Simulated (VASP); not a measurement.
# SnSe (Fm-3m) in VASP: further runs, part 2 of 2

VASP 6.6.1. The steps go on from the part before.

## (5) Elastic constants, PBEsol

Input file INCAR:

```
SYSTEM = SnSe
PREC = Accurate ; ENCUT = 600
EDIFF = 1E-8 ; ISMEAR = -1
SIGMA = 0.05 ; LREAL = .False.
LASPH = .True. ; NELM = 100
ALGO = Normal ; ISIF = 3
LWAVE = .False. ; LCHARG = .True.
GGA = PS ; NBANDS = 17
IBRION = 6 ; NFREE = 2
POTIM = 0.015 ; NSW = 1
```

Input file KPOINTS:

```
regular mesh
0
Gamma
  6 6 6
  0 0 0
```

Input file POSCAR:

```
SnSe
1.0
    0.0000000000      3.0100000000      3.0100000000
    3.0100000000      0.0000000000      3.0100000000
    3.0100000000      3.0100000000      0.0000000000
Sn Se
1 1
Direct
    0.0000000000      0.0000000000      0.0000000000
    0.5000000000      0.5000000000      0.5000000000
```

Potentials or basis: VASP PAW PBE potentials, release 64 (Sn_d, Se).

Started as:

```
$ cat potpaw_PBE.64/Sn_d/POTCAR potpaw_PBE.64/Se/POTCAR > POTCAR
$ mpirun -np 1 vasp_std > vasp.out
```

OUTCAR:

```text
SYSTEM = SnSe
   PREC = Accurate
   ENCUT = 600
   EDIFF = 1E-8
   ISMEAR = -1
   LREAL = .False.
   LASPH = .True.
   NELM = 100
   ISIF = 3
   GGA = PS
   IBRION = 6
   NFREE = 2
   POTIM = 0.015
   NSW = 1

 ion  position               nearest neighbor table
   1  0.000  0.000  0.000-   2 3.01   2 3.01   2 3.01   2 3.01   2 3.01   2 3.01
   2  0.500  0.500  0.500-   1 3.01   1 3.01   1 3.01   1 3.01   1 3.01   1 3.01

  LATTYP: Found a face centered cubic cell.
 ALAT       =     6.0200000000

  Lattice vectors:

 A1 = (   0.0000000000,   3.0100000000,   3.0100000000)
 A2 = (   3.0100000000,   0.0000000000,   3.0100000000)
 A3 = (   3.0100000000,   3.0100000000,   0.0000000000)

Analysis of symmetry for initial positions (statically):
=====================================================================
 Subroutine PRICEL returns:
[... 892 lines left out ...]
  x     0.00000     0.00000     0.00000     0.00000     0.00000     0.00000
  y     0.00000     0.00000     0.00000     0.00000     0.00000     0.00000
  z     0.00000     0.00000     0.00000     0.00000     0.00000     0.00000

 INTERNAL STRAIN TENSOR FOR ION    2 for displacements in x,y,z  (eV/Angst):
          X           Y           Z          XY          YZ          ZX
  --------------------------------------------------------------------------------
  x     0.00000     0.00000     0.00000     0.00000     0.00000     0.00000
  y     0.00000     0.00000     0.00000     0.00000     0.00000     0.00000
  z     0.00000     0.00000     0.00000     0.00000     0.00000     0.00000

 Eigenvectors and eigenvalues of the dynamical matrix
 ----------------------------------------------------

   1 f  =    0.000719 THz     0.004516 2PiTHz    0.023973 cm-1     0.002972 meV
             X         Y         Z           dx          dy          dz
      0.000000  0.000000  0.000000    -0.018077    0.152550   -0.760712
      3.010000  3.010000  3.010000    -0.014690    0.123965   -0.618172
[... 21 lines left out ...]
   6 f/i=    0.405844 THz     2.549995 2PiTHz   13.537507 cm-1     1.678436 meV
             X         Y         Z           dx          dy          dz
      0.000000  0.000000  0.000000     0.005543   -0.361031    0.517055
      3.010000  3.010000  3.010000    -0.006821    0.444278   -0.636279

--------------------------------------------------------------------------------------------------------

 ELASTIC MODULI CONTR FROM IONIC RELAXATION (kBar)
 Direction    XX          YY          ZZ          XY          YZ          ZX
 --------------------------------------------------------------------------------
 XX           0.0000      0.0000      0.0000      0.0000      0.0000      0.0000
 YY           0.0000      0.0000      0.0000      0.0000      0.0000      0.0000
 ZZ           0.0000      0.0000      0.0000      0.0000      0.0000      0.0000
 XY           0.0000      0.0000      0.0000      0.0000      0.0000      0.0000
 YZ           0.0000      0.0000      0.0000      0.0000      0.0000      0.0000
 ZX           0.0000      0.0000      0.0000      0.0000      0.0000      0.0000
 --------------------------------------------------------------------------------

 TOTAL ELASTIC MODULI (kBar)
 Direction    XX          YY          ZZ          XY          YZ          ZX
 --------------------------------------------------------------------------------
 XX        1250.5847    115.1014    115.1014      0.0000      0.0000      0.0000
 YY         115.1014   1250.5847    115.1014      0.0000      0.0000      0.0000
 ZZ         115.1014    115.1014   1250.5847      0.0000      0.0000      0.0000
 XY           0.0000      0.0000      0.0000    186.8869     -0.0000      0.0000
 YZ           0.0000      0.0000      0.0000     -0.0000    186.8869     -0.0000
 ZX           0.0000      0.0000      0.0000      0.0000     -0.0000    186.8869
 --------------------------------------------------------------------------------
```

OSZICAR:

```text
N       E                     dE             d eps       ncg     rms          rms(c)
DAV:   1     0.137923804265E+03    0.13792E+03   -0.10437E+04   552   0.158E+03
DAV:   2     0.366008443414E+01   -0.13426E+03   -0.13049E+03   584   0.372E+02
[... 196 lines left out ...]
DAV:   2    -0.899307047425E+01   -0.23062E-02   -0.24405E-02  1114   0.836E-01    0.430E-02
DAV:   3    -0.899303685143E+01    0.33623E-04   -0.21708E-04  1347   0.956E-02    0.266E-02
DAV:   4    -0.899302445801E+01    0.12393E-04   -0.63133E-05  1183   0.407E-02    0.811E-03
DAV:   5    -0.899302512658E+01   -0.66857E-06   -0.10944E-05  1123   0.165E-02    0.516E-03
DAV:   6    -0.899302513658E+01   -0.10004E-07   -0.30711E-07  1297   0.341E-03    0.305E-03
DAV:   7    -0.899302509523E+01    0.41352E-07   -0.95725E-08  1162   0.189E-03    0.434E-04
DAV:   8    -0.899302509730E+01   -0.20659E-08   -0.18019E-08  1108   0.706E-04
  17 F= -.89930251E+01 E0= -.89930033E+01  d E =-.436257E-04
```

stdout:

```text
POSCAR found type information on POSCAR SnSe
 POSCAR found :  2 types and       2 ions
 scaLAPACK will be used
 -----------------------------------------------------------------------------
|                                                                             |
|                                                                             |
|     You enforced a specific xc type in the INCAR file but a different       |
|     I HOPE YOU KNOW WHAT YOU ARE DOING!                                     |
|                                                                             |
[... 33 lines left out ...]
 Finite differences progress:
 bond charge predicted
 Finite differences progress:
 bond charge predicted
 Finite differences progress:
 bond charge predicted
 Finite differences progress:
 bond charge predicted
 Finite differences progress:
 bond charge predicted
 Finite differences progress:
```

It took 17 min on 1 thread of Intel Xeon 8259CL, shared host; peak memory 0.33 GiB.

What came out:

* Elastic constants C11, C12, C44: 125, 12, 19 GPa
* Voigt bulk modulus: 49 GPa
* Highest phonon frequency at Γ, LO-TO splitting left out: 0 cm⁻¹

Phonon frequencies in cm⁻¹ (negative: imaginary):
```csv
q point,frequencies
"(0.000, 0.000, 0.000)",-14 -14 -14 0 0 0
```

Elastic tensor in Voigt notation (GPa, in the Cartesian axes of the cell as first typed):
```
125  12  12   0   0   0
 12 125  12   0   0   0
 12  12 125   0   0   0
  0   0   0  19   0   0
  0   0   0   0  19   0
  0   0   0   0   0  19
```

Clamped-ion elastic tensor (GPa):
```
125  12  12   0   0   0
 12 125  12   0   0   0
 12  12 125   0   0   0
  0   0   0  19   0   0
  0   0   0   0  19   0
  0   0   0   0   0  19
```

Caveat: the cell is under stress, which shifts elastic constants; some modes are imaginary; the PAW data sets were made with another functional, which shifts forces and pressure a little; spin-orbit coupling is left out, which moves the levels of the heavy elements.

## (6) Vibrations by perturbation theory, PBEsol

Input file INCAR:

```
SYSTEM = SnSe
PREC     = Accurate       ! precision mode
ENCUT    = 520            ! plane-wave cutoff, eV
EDIFF    = 1E-8           ! SCF threshold, eV
ISMEAR   = 0              ! smearing method
SIGMA    = 0.01           ! smearing width, eV
LREAL    = .FALSE.        ! projectors in reciprocal space
LASPH    = .TRUE.         ! aspherical terms in the spheres
NELM     = 60             ! most SCF steps
ALGO     = Normal         ! electronic algorithm
ISIF     = 2              ! what is computed and relaxed
LWAVE    = .FALSE.        ! write WAVECAR
LCHARG   = .FALSE.        ! write CHGCAR
GGA      = PS             ! functional
NBANDS   = 17             ! bands
IBRION   = 8              ! ionic algorithm
NSW      = 1              ! ionic steps
LEPSILON = .TRUE.         ! dielectric tensor by DFPT
```

Input file KPOINTS:

```
regular mesh
0
G
  8 8 8
  0 0 0
```

POSCAR is that of step 5.

Potentials or basis: VASP PAW PBE potentials, release 64 (Sn_d, Se).

Started as:

```
$ cat potpaw_PBE.64/Sn_d/POTCAR potpaw_PBE.64/Se/POTCAR > POTCAR
$ mpirun -np 1 vasp_std > vasp.out
```

OUTCAR:

```text
SYSTEM = SnSe
   PREC = Accurate
   ENCUT = 520
   EDIFF = 1E-8
   ISMEAR = 0
   LREAL = .FALSE.
   LASPH = .TRUE.
   NELM = 60
   ISIF = 2
   GGA = PS
   IBRION = 8
   NSW = 1
   LEPSILON = .TRUE.

 ion  position               nearest neighbor table
   1  0.000  0.000  0.000-   2 3.01   2 3.01   2 3.01   2 3.01   2 3.01   2 3.01
   2  0.500  0.500  0.500-   1 3.01   1 3.01   1 3.01   1 3.01   1 3.01   1 3.01

  LATTYP: Found a face centered cubic cell.
 ALAT       =     6.0200000000

  Lattice vectors:

 A1 = (   0.0000000000,   3.0100000000,   3.0100000000)
 A2 = (   3.0100000000,   0.0000000000,   3.0100000000)
 A3 = (   3.0100000000,   3.0100000000,   0.0000000000)

Analysis of symmetry for initial positions (statically):
=====================================================================
 Subroutine PRICEL returns:
 Original cell was already a primitive cell.
[... 780 lines left out ...]

 SECOND DERIVATIVES (NOT SYMMETRIZED)
 ------------------------------------
               1X          1Y          1Z          2X          2Y          2Z
  1X     0.006214    0.000000    0.000000   -0.006214    0.000000    0.000000
  1Y     0.000000    0.006214    0.000000    0.000000   -0.006214    0.000000
  1Z     0.000000    0.000000    0.006214    0.000000    0.000000   -0.006214
  2X    -0.027778    0.000000    0.000000    0.027778    0.000000    0.000000
  2Y     0.000000   -0.027778    0.000000    0.000000    0.027778    0.000000
  2Z     0.000000    0.000000   -0.027778    0.000000    0.000000    0.027778

 Eigenvectors and eigenvalues of the dynamical matrix
 ----------------------------------------------------

   1 f  =    0.083685 THz     0.525811 2PiTHz    2.791447 cm-1     0.346095 meV
             X         Y         Z           dx          dy          dz
      0.000000  0.000000  0.000000     0.283197   -0.606525    0.613504
      3.010000  3.010000  3.010000     0.130675   -0.279867    0.283088
[... 21 lines left out ...]
   6 f/i=    0.325234 THz     2.043505 2PiTHz   10.848637 cm-1     1.345059 meV
             X         Y         Z           dx          dy          dz
      0.000000  0.000000  0.000000     0.000000    0.000000   -0.418975
      3.010000  3.010000  3.010000     0.000000    0.000000    0.907998

--------------------------------------------------------------------------------------------------------

 MACROSCOPIC STATIC DIELECTRIC TENSOR IONIC CONTRIBUTION
 ------------------------------------------------------
        5476.558438     0.000000    -0.000000
           0.000000  5476.558438     0.000000
          -0.000000     0.000000  5476.558438
 ------------------------------------------------------

 ELASTIC MODULI CONTR FROM IONIC RELAXATION (kBar)
 Direction    XX          YY          ZZ          XY          YZ          ZX
 --------------------------------------------------------------------------------
 XX           0.0000      0.0000      0.0000      0.0000      0.0000      0.0000
 YY           0.0000      0.0000      0.0000      0.0000      0.0000      0.0000
 ZZ           0.0000      0.0000      0.0000      0.0000      0.0000      0.0000
 XY           0.0000      0.0000      0.0000      0.0000      0.0000      0.0000
 YZ           0.0000      0.0000      0.0000      0.0000      0.0000      0.0000
 ZX           0.0000      0.0000      0.0000      0.0000      0.0000      0.0000
 --------------------------------------------------------------------------------

 PIEZOELECTRIC TENSOR IONIC CONTR  for field in x, y, z        (C/m^2)
          XX          YY          ZZ          XY          YZ          ZX
  --------------------------------------------------------------------------------
  x     0.00000     0.00000     0.00000     0.00000     0.00000     0.00000
  y     0.00000     0.00000     0.00000     0.00000     0.00000     0.00000
  z     0.00000     0.00000     0.00000     0.00000     0.00000     0.00000
```

stdout:

```text
POSCAR found type information on POSCAR SnSe
 POSCAR found :  2 types and       2 ions
 scaLAPACK will be used
 -----------------------------------------------------------------------------
|                                                                             |
|                                                                             |
|     You enforced a specific xc type in the INCAR file but a different       |
[... 39 lines left out ...]
 force on displaced ion       1 direction 1 :   0.006   0.000   0.000
 Born effective charge ion    1 direction 1 :   6.052   0.000   0.000
 Linear response progress:
 first order change of Fermi-energy  -0.32040E-04
 force on displaced ion       2 direction 1 :   0.028   0.000   0.000
 Born effective charge ion    2 direction 1 :  -5.477   0.000   0.000
 Born effective charges drift removed
 Linear response finished
```

Wall time 14 min (1 thread of Intel Xeon 8259CL, shared host); peak memory 0.31 GiB.

What came out:

```yaml
Electronic_dielectric_tensor_diagonal: 28.37
Born_charges_mean_of_the_diagonal: Sn +5.76; Se -5.76 e
Highest_phonon_frequency_at_Γ_LO-TO_splitting_left_out: 3 cm⁻¹
```

Phonon frequencies in cm⁻¹ (negative: imaginary):
```tsv
q point	frequencies
(0.000, 0.000, 0.000)	-11 -11 -11 3 3 3
```

Electronic dielectric tensor:
```
28.37  0.00  0.00
 0.00 28.37  0.00
 0.00  0.00 28.37
```

Born effective charge tensors (e):
atom 1, Sn
```
5.76 0.00 0.00
0.00 5.76 0.00
0.00 0.00 5.76
```
atom 2, Se
```
-5.76  0.00  0.00
 0.00 -5.76  0.00
 0.00  0.00 -5.76
```

Caveat: the cell stands under pressure or tension, which shifts response properties; some modes are imaginary; the PAW data sets were made with another functional, which shifts forces and pressure a little; spin-orbit coupling is left out, which moves the levels of the heavy elements.
